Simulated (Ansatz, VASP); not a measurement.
**One calculation of TlCN, two programs**

File INCAR:

```
SYSTEM = TlCN
  ALGO = Normal
  EDIFF = 1E-7
  ENCUT = 520
  GGA = PE
  ISIF = 2
  ISMEAR = 0
  LASPH = .True.
  LCHARG = .True.
  LELF = .True.
  LREAL = .False.
  LVHAR = .True.
  LWAVE = .False.
  NBANDS = 18
  NELM = 80
  PREC = Accurate
  SIGMA = 0.01
```

The input KPOINTS:

```
k-points
0
Gamma
  1 1 1
  0 0 0
```

Contents of POSCAR:

```
TlCN
1.0
    9.0000000000      0.0000000000      0.0000000000
    0.0000000000      9.0000000000      0.0000000000
    0.0000000000      0.0000000000     12.5000000000
Tl N C
1 1 1
Direct
    0.5000000000      0.5000000000      0.3600000000
    0.5000000000      0.5000000000      0.5442240000
    0.5000000000      0.5000000000      0.6398048000
```

Input for Ansatz:

```yaml
crystal:
  lattice:
    - [9.0, 0.0, 0.0]
    - [0.0, 9.0, 0.0]
    - [0.0, 0.0, 12.5]
  atoms:
    - { symbol: Tl, position: [0.5, 0.5, 0.36] }
    - { symbol: "N", position: [0.5, 0.5, 0.544224] }
    - { symbol: C, position: [0.5, 0.5, 0.6398048] }
basis:
  ecutwfc: 420
  ecutrho_ratio: 4
kpoints:
  mp_grid: { grid: [1, 1, 1] }
hamiltonian:
  xc: pbe
scf:
  occupations: { method: gaussian, width: 0.01 }
output:
  forces: true
  eigenvalues: true
  populations: true
```

Alike in both runs: task single point; functional PBE; k mesh 1 × 1 × 1; occupations gaussian, width 0.01 eV; no spin polarisation.

```csv
,VASP,Ansatz
version,VASP 6.6.1,Ansatz 0.2.0
potentials or method,"VASP PAW PBE potentials, release 64 (Tl_d, N, C), cutoff 520 eV","scalar-relativistic, plane waves, PAW"
valence electrons in the cell,22,22
```

Ansatz gave:

* gap on the k mesh at the Fermi level (eV): 2.97
* rms of the force components (eV/Å): 0.436

Question: What did VASP give for the same quantities?

Answer: gap on the k mesh at the Fermi level (eV): 2.96; rms of the force components (eV/Å): 0.299.

Atom by atom the forces differ by 0.137 eV/Å (rms over components).

Neither program's run includes spin-orbit coupling. Noted on VASP's run: the standard files for N, O and F lose accuracy on very short bonds.
